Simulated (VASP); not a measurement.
# Sn2Bi2O (Cm) in VASP: single point with PBE

Aim: the single point of Sn2Bi2O with PBE.

All numbers are computed with VASP 6.6.1; they aren't measurements. Logs are shortened: lines on timing, memory, paths and dates and some standing lists are left out, and cuts for length are marked.

### Step 1. The cell of the first run

It takes space group Cm (No. 8, monoclinic). The conventional cell has a = 9.847 Å, b = 5.153 Å, c = 7.395 Å, α = 90.00°, β = 113.98°, γ = 90.00°. Sn (site symmetry m) has 1 O at 2.02 Å within 2.7 Å. Sn (site symmetry m) has 1 O at 2.02 Å within 2.7 Å. Bi (site symmetry m) has 2 Sn at 2.99 to 3.94 Å and 3 Bi at 3.11 to 3.20 Å and 1 O at 3.77 Å within 4.0 Å. Within 3.9 Å of Bi (site symmetry m) lie 1 Sn at 2.99 Å and 3 Bi at 3.11 to 3.20 Å and 2 O at 3.83 Å. O (site symmetry m) has 2 Sn at 2.02 Å within 2.7 Å.

### Step 2. Single point, PBE

INCAR

```
PREC = Accurate ; ENCUT = 520
EDIFF = 1E-7 ; ISMEAR = 0
SIGMA = 0.1 ; LREAL = F
LASPH = T ; NELM = 60
ALGO = Normal ; ISIF = 2
LWAVE = F ; LCHARG = F
GGA = PE ; NBANDS = 40
```

KPOINTS

```
Automatic mesh
0
Gamma
  8 8 6
```

POSCAR

```
Sn2Bi2O
1.0
    4.9229394572     -2.5764360323     -0.0611998933
    4.9229394572      2.5764360323     -0.0611998933
   -2.9211047577      0.0000000000      6.7934448102
Sn Bi O
2 2 1
Direct
    0.2026817155      0.2026817155      0.5607916758
    0.7740001637      0.7740001637      0.4096075171
    0.3630561805      0.3630561805      1.0024800957
    0.6770973447      0.6770973447      0.9698202350
    0.9969621156      0.9969621156      0.5573004764
```

Potentials or basis: VASP PAW PBE potentials, release 64 (Sn_d, Bi_d, O).

Run with:

```console
$ cat potpaw_PBE.64/Sn_d/POTCAR potpaw_PBE.64/Bi_d/POTCAR potpaw_PBE.64/O/POTCAR > POTCAR
$ mpirun -np 1 vasp_std > vasp.out
```

OUTCAR:

```text
PREC = Accurate
   ENCUT = 520
   EDIFF = 1E-7
   ISMEAR = 0
   LREAL = F
   LASPH = T
   NELM = 60
   ISIF = 2
   GGA = PE

 ion  position               nearest neighbor table
   1  0.203  0.203  0.561-   5 2.02   3 2.99   2 3.00   2 3.00
   2  0.774  0.774  0.410-   5 2.02   4 2.99   1 3.00   1 3.00
   3  0.363  0.363  0.002-   1 2.99   4 3.11   4 3.11   4 3.20
   4  0.677  0.677  0.970-   2 2.99   3 3.11   3 3.11   3 3.20
   5  0.997  0.997  0.557-   1 2.02   2 2.02

  LATTYP: Found a base centered monoclinic cell.
 ALAT       =     9.8466396961
 B/A-ratio  =     0.5233127466
 C/A-ratio  =     0.7510019758
 COS(beta)  =    -0.4064081679

  Lattice vectors:

 A1 = (   4.9229394572,  -2.5764360323,  -0.0611998933)
 A2 = (   4.9229394572,   2.5764360323,  -0.0611998933)
 A3 = (  -2.9211047577,   0.0000000000,   6.7934448102)

Analysis of symmetry for initial positions (statically):
=====================================================================
 Subroutine PRICEL returns:
 Original cell was already a primitive cell.

 Routine SETGRP: Setting up the symmetry group for a
 base centered monoclinic supercell.

 Subroutine GETGRP returns: Found  2 space group operations
 (whereof  2 operations were pure point group operations)
 out of a pool of  4 trial point group operations.

The static configuration has the point symmetry C_1h.

Analysis of symmetry for dynamics (positions and initial velocities):
=====================================================================
 Subroutine PRICEL returns:
 Original cell was already a primitive cell.

 Routine SETGRP: Setting up the symmetry group for a
 base centered monoclinic supercell.

 Subroutine GETGRP returns: Found  2 space group operations
 (whereof  2 operations were pure point group operations)
 out of a pool of  4 trial point group operations.

The dynamic configuration has the point symmetry C_1h.

 Subroutine INISYM returns: Found  2 space group operations
 (whereof  2 operations are pure point group operations),
 and found     1 'primitive' translations

----------------------------------------------------------------------------------------

                                     Primitive cell

  volume of cell :     171.4100

  direct lattice vectors                    reciprocal lattice vectors
     4.922939457 -2.576436032 -0.061199893     0.102111165 -0.194066530  0.043906651
     4.922939457  2.576436032 -0.061199893     0.102111165  0.194066530  0.043906651
    -2.921104758  0.000000000  6.793444810     0.001839771  0.000000000  0.147991806

  length of vectors
     5.556716742  5.556716742  7.394845867     0.223643247  0.223643247  0.148003241

  position of ions in fractional coordinates (direct lattice)
     0.202681715  0.202681715  0.560791676
     0.774000164  0.774000164  0.409607517
     0.363056181  0.363056181  0.002480096
     0.677097345  0.677097345  0.969820235
     0.996962116  0.996962116  0.557300476

  ion indices of the primitive-cell ions
   primitive index   ion index
                 1           1
                 2           2
                 3           3
                 4           4
                 5           5

----------------------------------------------------------------------------------------

 KPOINTS: Automatic mesh

Automatic generation of k-mesh.
 Grid dimensions read from file:
 generate k-points for:    8    8    6

 Generating k-lattice:

  Cartesian coordinates                     Fractional coordinates (reciprocal lattice)
     0.012763896 -0.024258316  0.005488331     0.125000000 -0.000000000  0.000000000
     0.012763896  0.024258316  0.005488331    -0.000000000  0.125000000  0.000000000
     0.000306629  0.000000000  0.024665301     0.000000000  0.000000000  0.166666667

  Length of vectors
     0.027955406  0.027955406  0.024667207

  Shift w.r.t. Gamma in fractional coordinates (k-lattice)
     0.000000000  0.000000000  0.000000000

 Subroutine IBZKPT returns following result:
 ===========================================

 Found    114 irreducible k-points:

 Following reciprocal coordinates:
            Coordinates               Weight
  0.000000  0.000000  0.000000      1.000000
  0.125000  0.000000  0.000000      4.000000
  0.250000  0.000000  0.000000      4.000000
  0.375000  0.000000  0.000000      4.000000
  0.500000  0.000000  0.000000      2.000000
  0.125000  0.125000  0.000000      2.000000
[... 16 lines left out ...]
  0.125000 -0.000000  0.166667      4.000000
  0.250000 -0.000000  0.166667      4.000000
 [... further k-points ...]
   k-points           NKPTS =    114   k-points in BZ     NKDIM =    114   number of bands    NBANDS=     40
   number of dos      NEDOS =    301   number of ions     NIONS =      5
   total plane-waves  NPLWV =  98784
   dimension x,y,z NGX =    42 NGY =   42 NGZ =   56
   dimension x,y,z NGXF=    84 NGYF=   84 NGZF=  112
   ions per type =               2   2   1
   NGX,Y,Z   is equivalent  to a cutoff of  12.57, 12.57, 12.59 a.u.
   NGXF,Y,Z  is equivalent  to a cutoff of  25.13, 25.13, 25.18 a.u.
 SYSTEM =  unknown system
   PREC   = accura    normal or accurate (medium, high low for compatibility)
   ISTART =      0    job   : 0-new  1-cont  2-samecut
   ICHARG =      2    charge: 1-file 2-atom 10-const
   ISPIN  =      1    spin polarized calculation?
   LNONCOLLINEAR =      F non collinear calculations
   LSORBIT =      F    spin-orbit coupling
   LASPH  =      T    aspherical Exc in radial PAW
   ENCUT  =  520.0 eV  38.22 Ry    6.18 a.u.  10.33 10.33 13.75*2*pi/ulx,y,z
   NELM   =     60;   NELMIN=  2; NELMDL= -5     # of ELM steps
   EDIFF  = 0.1E-06   stopping-criterion for ELM
   LREAL  =      F    real-space projection
   EDIFFG = 0.1E-05   stopping-criterion for IOM
   NSW    =      0    number of steps for IOM
   IBRION =     -1    ionic relax: 0-MD 1-quasi-New 2-CG
   NFREE  =      0    steps in history (QN), initial steepest desc. (CG)
   ISIF   =      2    stress and relaxation
   ISYM   =      2    0-nonsym 1-usesym 2-fastsym
   POTIM  = 0.5000    time-step for ionic-motion
   TEBEG  =    0.0;   TEEND  =   0.0 temperature during run
   PSTRESS=    0.0 pullay stress
   NELECT =      64.0000    total number of electrons
   NUPDOWN=      -1.0000    fix difference up-down
   EMIN   =  10.00;   EMAX   =-10.00  energy-range for DOS
   EFERMI =   0.00;   METHOD = LEGACY
   ISMEAR =     0;   SIGMA  =   0.10  broadening in eV -4-tet -1-fermi 0-gaus
   EFERMI_NEDOS =   21; number of points for ismear=-14 and -15
   IALGO  =     38    algorithm
   IMIX   =      4    mixing-type and parameters
     AMIX     =   0.40;   BMIX     =  1.00
     AMIX_MAG =   1.60;   BMIX_MAG =  1.00
  volume/ion in A,a.u.               =      34.28       231.35
  Fermi-wavevector in a.u.,A,eV,Ry     =   1.178843  2.227691 18.907630  1.389672
  Thomas-Fermi vector in A             =   2.315165
   LORBIT       =      0    0 simple, 1 ext, 2 COOP (PROOUT), +10 PAW based schemes
   GGA     = PE    functional components
   LHFCALC =     F    Hartree Fock is set to
   AEXX    =    0.0000 exact exchange contribution
   IVDW    =     0    specifies the selected vdW correction
   LEPSILON=     F    determine dielectric tensor
   LRPA    =     F    only Hartree local field effects (RPA)
 non-spin polarized calculation
 Gauss-broadening in eV      SIGMA  =   0.10
  energy-cutoff  :      520.00
  volume of cell :      171.41
 maximum number of plane-waves:      4652
 NGX is ok and might be reduce to    42
   NGX = 21   NGY = 21   NGZ = 27

 number of electron      64.0000008 magnetization

 Free energy of the ion-electron system (eV)
  ---------------------------------------------------
  ext. energy  EPLUGINS =         0.00000000
  ---------------------------------------------------
  free energy    TOTEN  =       -21.97802310 eV

  energy without entropy =      -21.97582974  energy(sigma->0) =      -21.97692642

 E-fermi :   4.2459     XC(G=0):  -8.4534

 val. band max:        4.2343681663   @ k =   0.5000   0.5000   0.3333
 cond. band min:       4.2628541011   @ k =   0.3750   0.3750   0.1667
 fundamental gap:      0.0284859348
 Fermi energy:         4.2459324825

 k-point     1 :       0.0000    0.0000    0.0000
  band No.  band energies     occupation
      1     -18.5141      2.00000
      2     -18.4547      2.00000
      3     -18.4430      2.00000
      4     -18.4137      2.00000
      5     -18.4074      2.00000
      6     -18.3568      2.00000
[... 32 lines left out ...]
     39       8.4290      0.00000
     40       8.8442      0.00000

 k-point     2 :       0.1250    0.0000    0.0000
  band No.  band energies     occupation
      1     -18.5181      2.00000
      2     -18.4583      2.00000
      3     -18.4540      2.00000
      4     -18.4114      2.00000
      5     -18.4052      2.00000
      6     -18.3469      2.00000
[... 32 lines left out ...]
     39       8.6479      0.00000
     40       9.3160      0.00000

 k-point     3 :       0.2500    0.0000    0.0000
  band No.  band energies     occupation
      1     -18.5259      2.00000
      2     -18.4806      2.00000
      3     -18.4591      2.00000
      4     -18.4105      2.00000
      5     -18.4007      2.00000
      6     -18.3261      2.00000
[... 32 lines left out ...]
     39       8.9236      0.00000
     40       9.5627      0.00000

 k-point     4 :       0.3750    0.0000    0.0000
  band No.  band energies     occupation
      1     -18.5294      2.00000
      2     -18.5044      2.00000
      3     -18.4601      2.00000
      4     -18.4118      2.00000
      5     -18.3957      2.00000
      6     -18.3169      2.00000
[... 32 lines left out ...]
     39       9.1473      0.00000
     40       9.7673      0.00000
[... 772 lines left out ...]
     39       8.5309      0.00000
     40       8.9775      0.00000

 k-point    23 :       0.1250   -0.0000    0.1667
  band No.  band energies     occupation
      1     -18.5181      2.00000
      2     -18.4583      2.00000
      3     -18.4540      2.00000
      4     -18.4114      2.00000
      5     -18.4052      2.00000
      6     -18.3470      2.00000
[... 32 lines left out ...]
     39       8.7113      0.00000
     40       9.3532      0.00000

 k-point    24 :       0.2500   -0.0000    0.1667
  band No.  band energies     occupation
      1     -18.5259      2.00000
      2     -18.4806      2.00000
      3     -18.4591      2.00000
      4     -18.4105      2.00000
      5     -18.4007      2.00000
      6     -18.3261      2.00000
[... 32 lines left out ...]
     39       8.6610      0.00000
     40       9.7176      0.00000

 [... further k-points ...]

------------------------ aborting loop because EDIFF is reached ----------------------------------------

  FORCE on cell =-STRESS in cart. coord.  units (eV):
  Direction    XX          YY          ZZ          XY          YZ          ZX
  --------------------------------------------------------------------------------------
  -------------------------------------------------------------------------------------
  Total        0.1221231     -0.0829924     -0.0222969      0.0000000      0.0000000      0.0273822
  in kB        1.1414902     -0.7757342     -0.2084100      0.0000000      0.0000000      0.2559424
  external PRESSURE =       0.0524487 kB  Pullay stress =       0.0000000 kB

 VOLUME and BASIS-vectors are now :
 -----------------------------------------------------------------------------
  energy-cutoff  :      520.00
  volume of cell :      171.41
      direct lattice vectors                 reciprocal lattice vectors
     4.922939457 -2.576436032 -0.061199893     0.102111165 -0.194066530  0.043906651
     4.922939457  2.576436032 -0.061199893     0.102111165  0.194066530  0.043906651
    -2.921104758  0.000000000  6.793444810     0.001839771  0.000000000  0.147991806

 POSITION                                       TOTAL-FORCE (eV/Angst)
 -----------------------------------------------------------------------------------
      0.35745      0.00000      3.78490         0.051419      0.000000      0.005110
      6.42421      0.00000      2.68791        -0.047743      0.000000     -0.015317
      3.56736      0.00000     -0.02759         0.003055      0.000000      0.003155
      3.83367      0.00000      6.50554        -0.001614      0.000000     -0.004272
      8.18804      0.00000      3.66396        -0.005117      0.000000      0.011324
 -----------------------------------------------------------------------------------
    total drift:                               -0.000083      0.000000      0.000836

  FREE ENERGIE OF THE ION-ELECTRON SYSTEM (eV)
  ---------------------------------------------------
  free  energy   TOTEN  =       -21.9780230982 eV

  energy  without entropy=      -21.9758297443  energy(sigma->0) =      -21.97692642
```

It took 10 min on 1 thread of Intel Xeon 6975P-C (Granite Rapids), shared host; peak memory 0.79 GiB.

What came out:

- Free energy: -21.9780 eV
- Pressure: 0.0 GPa
- Largest force: 0.052 eV/Å
- Band gap on the k mesh: zero (bands 32 and 33 overlap by 0.62 eV)

Forces on the atoms (eV/Å):
```
Sn   0.051  0.000  0.005
Sn  -0.048  0.000 -0.015
Bi   0.003  0.000  0.003
Bi  -0.002  0.000 -0.004
O   -0.005  0.000  0.011
```

Caveat: spin-orbit coupling is left out, which moves the levels of the heavy elements.

The gap in the log of VASP goes by the Fermi energy; the results here count the filled bands.